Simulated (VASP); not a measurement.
# AlN (F-43m) in VASP: a series of runs

Runs on AlN. Level: LDA. Tasks: single point, relaxation of cell and atoms.

Program: VASP 6.6.1. These are calculated values, not measurements. Logs are shortened: lines on timing, memory, paths and dates and some standing lists are left out, and cuts for length are marked.

## 1. The cell of the first run

The structure is cubic, space group F-43m (No. 216). The conventional cell has a = 4.316 Å, b = 4.316 Å, c = 4.316 Å, α = 90.00°, β = 90.00°, γ = 90.00°. Al (site symmetry -43m) has 4 N at 1.87 Å within 2.5 Å. N (site symmetry -43m) has 4 Al at 1.87 Å within 2.5 Å.

## 2. Single point, LDA

Contents of INCAR:

```
  ALGO = Normal
  EDIFF = 1E-7
  ENCUT = 520
  GGA = CA
  ISIF = 2
  ISMEAR = 0
  LASPH = T
  LCHARG = T
  LELF = T
  LREAL = F
  LVHAR = T
  LWAVE = F
  NBANDS = 11
  NELM = 60
  PREC = Accurate
  SIGMA = 0.01
```

Contents of KPOINTS:

```
k-points
0
Gamma
  10 10 10
```

Contents of POSCAR:

```
AlN
1.0
    0.0000000000      2.1578935092      2.1578935092
    2.1578935092      0.0000000000      2.1578935092
    2.1578935092      2.1578935092      0.0000000000
Al N
1 1
Direct
    0.0000000000      0.0000000000      0.0000000000
    0.7500000000      0.7500000000      0.7500000000
```

Potentials or basis: VASP PAW LDA potentials, release 64 (Al, N).

Started as:

```sh
$ cat potpaw_LDA.64/Al/POTCAR potpaw_LDA.64/N/POTCAR > POTCAR
$ mpirun -np 1 vasp_std > vasp.out
```

OUTCAR:

```text
EDIFF = 1E-7
   ENCUT = 520
   GGA = CA
   ISIF = 2
   ISMEAR = 0
   LASPH = T
   LREAL = F
   NELM = 60
   PREC = Accurate

 ion  position               nearest neighbor table
   1  0.000  0.000  0.000-   2 1.87   2 1.87   2 1.87   2 1.87
   2  0.750  0.750  0.750-   1 1.87   1 1.87   1 1.87   1 1.87

  LATTYP: Found a face centered cubic cell.
 ALAT       =     4.3157870184

  Lattice vectors:

 A1 = (   0.0000000000,   2.1578935092,   2.1578935092)
 A2 = (   2.1578935092,   0.0000000000,   2.1578935092)
 A3 = (   2.1578935092,   2.1578935092,   0.0000000000)

Analysis of symmetry for initial positions (statically):
=====================================================================
 Subroutine PRICEL returns:
 Original cell was already a primitive cell.

 Routine SETGRP: Setting up the symmetry group for a
 face centered cubic supercell.

 Subroutine GETGRP returns: Found 24 space group operations
 (whereof 24 operations were pure point group operations)
 out of a pool of 48 trial point group operations.

The static configuration has the point symmetry T_d .

Analysis of symmetry for dynamics (positions and initial velocities):
=====================================================================
 Subroutine PRICEL returns:
 Original cell was already a primitive cell.

 Routine SETGRP: Setting up the symmetry group for a
 face centered cubic supercell.

 Subroutine GETGRP returns: Found 24 space group operations
 (whereof 24 operations were pure point group operations)
 out of a pool of 48 trial point group operations.

The dynamic configuration has the point symmetry T_d .

 Subroutine INISYM returns: Found 24 space group operations
 (whereof 24 operations are pure point group operations),
 and found     1 'primitive' translations

----------------------------------------------------------------------------------------

                                     Primitive cell

  volume of cell :      20.0965

  direct lattice vectors                    reciprocal lattice vectors
     0.000000000  2.157893509  2.157893509    -0.231707449  0.231707449  0.231707449
     2.157893509  0.000000000  2.157893509     0.231707449 -0.231707449  0.231707449
     2.157893509  2.157893509  0.000000000     0.231707449  0.231707449 -0.231707449

  length of vectors
     3.051722267  3.051722267  3.051722267     0.401329074  0.401329074  0.401329074

  position of ions in fractional coordinates (direct lattice)
     0.000000000  0.000000000  0.000000000
     0.750000000  0.750000000  0.750000000

  ion indices of the primitive-cell ions
   primitive index   ion index
                 1           1
                 2           2

----------------------------------------------------------------------------------------

 KPOINTS: k-points

Automatic generation of k-mesh.
 Grid dimensions read from file:
 generate k-points for:   10   10   10

 Generating k-lattice:

  Cartesian coordinates                     Fractional coordinates (reciprocal lattice)
    -0.023170745  0.023170745  0.023170745     0.100000000  0.000000000  0.000000000
     0.023170745 -0.023170745  0.023170745     0.000000000  0.100000000  0.000000000
     0.023170745  0.023170745 -0.023170745     0.000000000  0.000000000  0.100000000

  Length of vectors
     0.040132907  0.040132907  0.040132907

  Shift w.r.t. Gamma in fractional coordinates (k-lattice)
     0.000000000  0.000000000  0.000000000

 Subroutine IBZKPT returns following result:
 ===========================================

 Found     47 irreducible k-points:

 Following reciprocal coordinates:
            Coordinates               Weight
  0.000000  0.000000  0.000000      1.000000
  0.100000  0.000000  0.000000      8.000000
  0.200000  0.000000  0.000000      8.000000
  0.300000  0.000000  0.000000      8.000000
  0.400000  0.000000  0.000000      8.000000
  0.500000  0.000000  0.000000      4.000000
[... 16 lines left out ...]
  0.300000  0.300000  0.000000      6.000000
  0.400000  0.300000  0.000000     24.000000
 [... further k-points ...]
   k-points           NKPTS =     47   k-points in BZ     NKDIM =     47   number of bands    NBANDS=     11
   number of dos      NEDOS =    301   number of ions     NIONS =      2
   total plane-waves  NPLWV =  13824
   dimension x,y,z NGX =    24 NGY =   24 NGZ =   24
   dimension x,y,z NGXF=    48 NGYF=   48 NGZF=   48
   ions per type =               1   1
   NGX,Y,Z   is equivalent  to a cutoff of  13.07, 13.07, 13.07 a.u.
   NGXF,Y,Z  is equivalent  to a cutoff of  26.15, 26.15, 26.15 a.u.
 SYSTEM =  unknown system
   PREC   = accura    normal or accurate (medium, high low for compatibility)
   ISTART =      0    job   : 0-new  1-cont  2-samecut
   ICHARG =      2    charge: 1-file 2-atom 10-const
   ISPIN  =      1    spin polarized calculation?
   LNONCOLLINEAR =      F non collinear calculations
   LSORBIT =      F    spin-orbit coupling
   LASPH  =      T    aspherical Exc in radial PAW
   ENCUT  =  520.0 eV  38.22 Ry    6.18 a.u.   5.67  5.67  5.67*2*pi/ulx,y,z
   NELM   =     60;   NELMIN=  2; NELMDL= -5     # of ELM steps
   EDIFF  = 0.1E-06   stopping-criterion for ELM
   LREAL  =      F    real-space projection
   EDIFFG = 0.1E-05   stopping-criterion for IOM
   NSW    =      0    number of steps for IOM
   IBRION =     -1    ionic relax: 0-MD 1-quasi-New 2-CG
   NFREE  =      0    steps in history (QN), initial steepest desc. (CG)
   ISIF   =      2    stress and relaxation
   ISYM   =      2    0-nonsym 1-usesym 2-fastsym
   POTIM  = 0.5000    time-step for ionic-motion
   TEBEG  =    0.0;   TEEND  =   0.0 temperature during run
   PSTRESS=    0.0 pullay stress
   NELECT =       8.0000    total number of electrons
   NUPDOWN=      -1.0000    fix difference up-down
   EMIN   =  10.00;   EMAX   =-10.00  energy-range for DOS
   EFERMI =   0.00;   METHOD = LEGACY
   ISMEAR =     0;   SIGMA  =   0.01  broadening in eV -4-tet -1-fermi 0-gaus
   EFERMI_NEDOS =   21; number of points for ismear=-14 and -15
   IALGO  =     38    algorithm
   IMIX   =      4    mixing-type and parameters
     AMIX     =   0.40;   BMIX     =  1.00
     AMIX_MAG =   1.60;   BMIX_MAG =  1.00
  volume/ion in A,a.u.               =      10.05        67.81
  Fermi-wavevector in a.u.,A,eV,Ry     =   1.204291  2.275780 19.732762  1.450317
  Thomas-Fermi vector in A             =   2.340020
   LORBIT       =      0    0 simple, 1 ext, 2 COOP (PROOUT), +10 PAW based schemes
   GGA     = CA    functional components
   LHFCALC =     F    Hartree Fock is set to
   AEXX    =    0.0000 exact exchange contribution
   IVDW    =     0    specifies the selected vdW correction
   LEPSILON=     F    determine dielectric tensor
   LRPA    =     F    only Hartree local field effects (RPA)
 non-spin polarized calculation
 Gauss-broadening in eV      SIGMA  =   0.01
  energy-cutoff  :      520.00
  volume of cell :       20.10
 maximum number of plane-waves:       552
   NGX = 11   NGY = 11   NGZ = 11

 number of electron       7.9999999 magnetization

 Free energy of the ion-electron system (eV)
  ---------------------------------------------------
  ext. energy  EPLUGINS =         0.00000000
  ---------------------------------------------------
  free energy    TOTEN  =       -16.36908254 eV

  energy without entropy =      -16.36908254  energy(sigma->0) =      -16.36908254

 E-fermi :   6.1022     XC(G=0): -11.4243

 val. band max:        6.0544985667   @ k =   0.0000   0.0000   0.0000
 cond. band min:       9.2925667049   @ k =   0.5000   0.5000   0.0000
 fundamental gap:      3.2380681381
 Fermi energy:         6.1022317417

 k-point     1 :       0.0000    0.0000    0.0000
  band No.  band energies     occupation
      1      -8.9822      2.00000
      2       6.0545      2.00000
      3       6.0545      2.00000
      4       6.0545      2.00000
      5      10.6146      0.00000
      6      18.7452      0.00000
      7      18.7452      0.00000
      8      18.7452      0.00000
      9      23.8649      0.00000
     10      23.8649      0.00000
     11      25.3210      0.00000

 k-point     2 :       0.1000    0.0000    0.0000
  band No.  band energies     occupation
      1      -8.8263      2.00000
      2       5.2478      2.00000
      3       6.0018      2.00000
      4       6.0018      2.00000
      5      11.2483      0.00000
      6      18.3623      0.00000
      7      18.8823      0.00000
      8      18.8823      0.00000
      9      22.5844      0.00000
     10      22.5844      0.00000
     11      24.5123      0.00000

 k-point     3 :       0.2000    0.0000    0.0000
  band No.  band energies     occupation
      1      -8.3809      2.00000
      2       3.6109      2.00000
      3       5.8706      2.00000
      4       5.8706      2.00000
      5      12.3369      0.00000
      6      17.5721      0.00000
      7      18.7925      0.00000
      8      18.7925      0.00000
      9      22.0568      0.00000
     10      22.0568      0.00000
     11      23.6565      0.00000

 k-point     4 :       0.3000    0.0000    0.0000
  band No.  band energies     occupation
      1      -7.7269      2.00000
      2       1.8999      2.00000
      3       5.7204      2.00000
      4       5.7204      2.00000
      5      13.1395      0.00000
      6      16.8195      0.00000
      7      18.0897      0.00000
      8      18.0897      0.00000
      9      23.1606      0.00000
     10      23.1606      0.00000
     11      23.5016      0.00000

 k-point     5 :       0.4000    0.0000    0.0000
  band No.  band energies     occupation
      1      -7.0604      2.00000
      2       0.5399      2.00000
      3       5.6072      2.00000
      4       5.6072      2.00000
      5      13.5374      0.00000
      6      16.2755      0.00000
      7      17.4682      0.00000
      8      17.4682      0.00000
      9      23.9493      0.00000
     10      25.0300      0.00000
     11      25.0300      0.00000
[... 211 lines left out ...]
 k-point    21 :      -0.3000    0.2000    0.0000
  band No.  band energies     occupation
      1      -6.8952      2.00000
      2       1.3221      2.00000
      3       3.7847      2.00000
      4       5.5249      2.00000
      5      14.0055      0.00000
      6      15.3210      0.00000
      7      18.0329      0.00000
      8      18.4338      0.00000
      9      22.5942      0.00000
     10      24.9789      0.00000
     11      27.6452      0.00000

 k-point    22 :      -0.2000    0.2000    0.0000
  band No.  band energies     occupation
      1      -7.5122      2.00000
      2       2.2254      2.00000
      3       4.3005      2.00000
      4       5.7989      2.00000
      5      13.8335      0.00000
      6      16.1310      0.00000
      7      17.6114      0.00000
      8      18.6286      0.00000
      9      21.1432      0.00000
     10      24.6808      0.00000
     11      27.6558      0.00000

 k-point    23 :       0.3000    0.3000    0.0000
  band No.  band energies     occupation
      1      -7.3220      2.00000
      2       2.4917      2.00000
      3       4.7734      2.00000
      4       4.7734      2.00000
      5      11.4142      0.00000
      6      15.7972      0.00000
      7      18.1958      0.00000
      8      20.7395      0.00000
      9      20.7395      0.00000
     10      26.6119      0.00000
     11      30.2963      0.00000

 k-point    24 :       0.4000    0.3000    0.0000
  band No.  band energies     occupation
      1      -6.8131      2.00000
      2       1.8142      2.00000
      3       4.2928      2.00000
      4       4.6055      2.00000
      5      10.9558      0.00000
      6      15.6279      0.00000
      7      18.5909      0.00000
      8      20.8164      0.00000
      9      21.3473      0.00000
     10      27.5581      0.00000
     11      30.0717      0.00000

 [... further k-points ...]
[... 5 lines left out ...]
  --------------------------------------------------------------------------------------
  -------------------------------------------------------------------------------------
  Total        0.5893951      0.5893951      0.5893951      0.0000000     -0.0000000     -0.0000000
  in kB       46.9890990     46.9890990     46.9890990      0.0000000     -0.0000000     -0.0000000
  external PRESSURE =      46.9890990 kB  Pullay stress =       0.0000000 kB

 VOLUME and BASIS-vectors are now :
 -----------------------------------------------------------------------------
  energy-cutoff  :      520.00
  volume of cell :       20.10
      direct lattice vectors                 reciprocal lattice vectors
     0.000000000  2.157893509  2.157893509    -0.231707449  0.231707449  0.231707449
     2.157893509  0.000000000  2.157893509     0.231707449 -0.231707449  0.231707449
     2.157893509  2.157893509  0.000000000     0.231707449  0.231707449 -0.231707449

 POSITION                                       TOTAL-FORCE (eV/Angst)
 -----------------------------------------------------------------------------------
      0.00000      0.00000      0.00000         0.000000      0.000000      0.000000
      3.23684      3.23684      3.23684        -0.000000     -0.000000     -0.000000
 -----------------------------------------------------------------------------------
    total drift:                                0.000000      0.000000      0.000000

  FREE ENERGIE OF THE ION-ELECTRON SYSTEM (eV)
  ---------------------------------------------------
  free  energy   TOTEN  =       -16.3690825432 eV

  energy  without entropy=      -16.3690825432  energy(sigma->0) =      -16.36908254
```

Run time: 15 s. Hardware: 1 thread of AMD EPYC 7R43 (Zen 3), shared host; peak memory 0.09 GiB.

Results:

```
Free energy            : -16.3691 eV
Pressure               : 4.7 GPa
Band gap on the k mesh : 3.24 eV, indirect (least direct gap 4.56 eV)
```

A k mesh can miss the band edges.

## 3. Relaxation of cell and atoms, LDA, target pressure 4 GPa, at which the enthalpy is minimised

This run uses another cell than the first one, of 10.23 Å³/atom, 1.019 times its volume.

Contents of INCAR:

```
SYSTEM = AlN
ALGO = Normal
EDIFF = 1E-6
EDIFFG = -0.001
ENCUT = 600
GGA = CA
IBRION = 2
ISIF = 3
ISMEAR = 0
LASPH = .True.
LCHARG = .False.
LREAL = .False.
LWAVE = .False.
NELM = 60
NSW = 80
PREC = Accurate
PSTRESS = 40.0
SIGMA = 0.01
```

Contents of KPOINTS:

```
k-points
0
Gamma
  10 10 10
  0 0 0
```

Contents of POSCAR:

```
AlN
1.0
    0.0000000000      2.1711406870      2.1711406870
    2.1711406870      0.0000000000      2.1711406870
    2.1711406870      2.1711406870      0.0000000000
Al N
1 1
Direct
    0.0000000000      0.0000000000      0.0000000000
    0.7500000000      0.7500000000      0.7500000000
```

Potentials or basis: VASP PAW LDA potentials, release 64 (Al, N).

Started as:

```sh
$ cat potpaw_LDA.64/Al/POTCAR potpaw_LDA.64/N/POTCAR > POTCAR
$ mpirun -np 1 vasp_std > vasp.out
```

It took 40 s on 1 thread of AMD EPYC 7R43 (Zen 3), shared host; peak memory 0.1 GiB.

The run converged. Its results:

```
Free energy                                            : -16.3716 eV
Relaxed volume                                         : 10.08 Å³/atom
Relaxed cell                                           : a = 3.054 Å, b = 3.054 Å, c = 3.054 Å, α = 60.00°, β = 60.00°, γ = 60.00°
Space group after relaxing (to 0.05 Å)                 : F-43m (No. 216)
Energy change on relaxing (the enthalpy is what falls) : +2.2 meV/atom
Ionic steps                                            : 3
Pressure after relaxing                                : 4.0 GPa
Band gap on the k mesh                                 : 3.24 eV, indirect (least direct gap 4.54 eV)
```

The path:
```tsv
step	energy change (eV)	largest force (eV/Å)	pressure (GPa)	volume (Å³)
1	0.0000	0.0000	0.56	20.47
2	0.0164	0.0000	7.80	19.83
3	0.0045	0.0000	3.99	20.15
```

Final structure:
```cif
data_structure
_symmetry_space_group_name_H-M 'P 1'
_symmetry_Int_Tables_number 1
_cell_length_a 3.0544
_cell_length_b 3.0544
_cell_length_c 3.0544
_cell_angle_alpha 60.000
_cell_angle_beta 60.000
_cell_angle_gamma 60.000
_cell_volume 20.15
loop_
_atom_site_label
_atom_site_type_symbol
_atom_site_fract_x
_atom_site_fract_y
_atom_site_fract_z
_atom_site_occupancy
Al1 Al 0.00000 0.00000 0.00000 1
N1 N 0.75000 0.75000 0.75000 1
```

Levels at points of the mesh, in eV from the valence-band top:
```
           k point  band 1  band 2  band 3  band 4  band 5  band 6  band 7  band 8
(0.00, 0.00, 0.00)  -15.02    0.00    0.00    0.00    4.54   12.66   12.66   12.66
(0.50, 0.00, 0.00)  -12.80   -6.05   -0.49   -0.49    7.57    9.99   11.17   11.17
(0.50, 0.50, 0.00)  -12.11   -5.06   -1.83   -1.83    3.24    8.61   14.21   15.90
```

Caveat: the cell is relaxed towards a set pressure, so the enthalpy falls and the energy may rise. A hybrid or GW would open this gap; LDA tends to underestimate it.
